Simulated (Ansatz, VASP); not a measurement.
This is a calculation of MnHg for VASP 6.6.1.

Contents of INCAR:

```
SYSTEM = MnHg
ALGO     = Normal         ! electronic algorithm
EDIFF    = 1E-7           ! SCF threshold, eV
ENCUT    = 520            ! plane-wave cutoff, eV
GGA      = PE             ! functional
ISIF     = 2              ! what is computed and relaxed
ISMEAR   = -1             ! smearing method
ISPIN    = 2              ! spin polarisation
LASPH    = .TRUE.         ! aspherical terms in the spheres
LCHARG   = .FALSE.        ! write CHGCAR
LMAXMIX  = 4              ! l up to which the mixer works
LORBIT   = 11             ! projections on sites
LREAL    = .FALSE.        ! projectors in reciprocal space
LWAVE    = .FALSE.        ! write WAVECAR
MAGMOM   = 0 2            ! initial moments
NBANDS   = 24             ! bands
NELM     = 150            ! most SCF steps
NUPDOWN  = 2.0            ! fixed moment
PREC     = Accurate       ! precision mode
SIGMA    = 0.05           ! smearing width, eV
```

Contents of KPOINTS:

```
k-points
0
G
  7 7 7
  0 0 0
```

The input POSCAR:

```
MnHg
1.0
    3.3150000000      0.0000000000      0.0000000000
    0.0000000000      3.3150000000      0.0000000000
    0.0000000000      0.0000000000      3.3150000000
Hg Mn
1 1
Direct
    0.0000000000      0.0000000000      0.0000000000
    0.5000000000      0.5000000000      0.5000000000
```

Potentials or basis: VASP PAW PBE potentials, release 64 (Hg, Mn_pv).

The run is started by

```bash
$ cat potpaw_PBE.64/Hg/POTCAR potpaw_PBE.64/Mn_pv/POTCAR > POTCAR
$ mpirun -np 1 vasp_std > vasp.out
```

Set up the same calculation for Ansatz 0.2.0. Potentials there: Ansatz PAW.

As run (the cutoff follows the program's own potentials):

Contents of input.yaml:

```yaml
crystal:
  lattice:
    - [3.315, 0.0, 0.0]
    - [0.0, 3.315, 0.0]
    - [0.0, 0.0, 3.315]
  atoms:
    - { symbol: Hg, position: [0.0, 0.0, 0.0] }
    - { symbol: Mn, position: [0.5, 0.5, 0.5], spin: 2.0 }
hamiltonian:
  xc: pbe
  pseudopotentials: { kind: paw }
magnetization:
  spin_polarized: true
  initial_magnetization: 2.0
  spin_locking: { lock_magnetization: hard }
kpoints:
  mp_grid: { grid: [7, 7, 7] }
scf:
  occupations: { method: fermi_dirac, width: 0.05 }
  lower_state_search: "off"
output:
  forces: true
  stress: true
  eigenvalues: true
```

Potentials or basis: Ansatz PAW.

Launch:

```console
$ ansatz run input.yaml --threads 2 --pin off --max-ram 5632MiB --backend cpu --events-out ev --progress --plain --runs-dir out
```

Both were run:

|  | VASP | Ansatz | Ansatz less VASP |
| --- | --- | --- | --- |
| pressure (GPa) | -9.5 | -10.1 | -0.55 |
| net moment per atom (μB) | 1.00 | 1.00 | 0.000 |
| size of the moment on the site where the two differ most (μB) | 0.11 | 0.08 | -0.030 |

Site moments also hang on the region over which each program counts them. VASP's potentials hold 25 valence electrons a cell and Ansatz's 35, so a difference there can come from the potentials and not from the codes.

Spin-orbit coupling is off throughout.
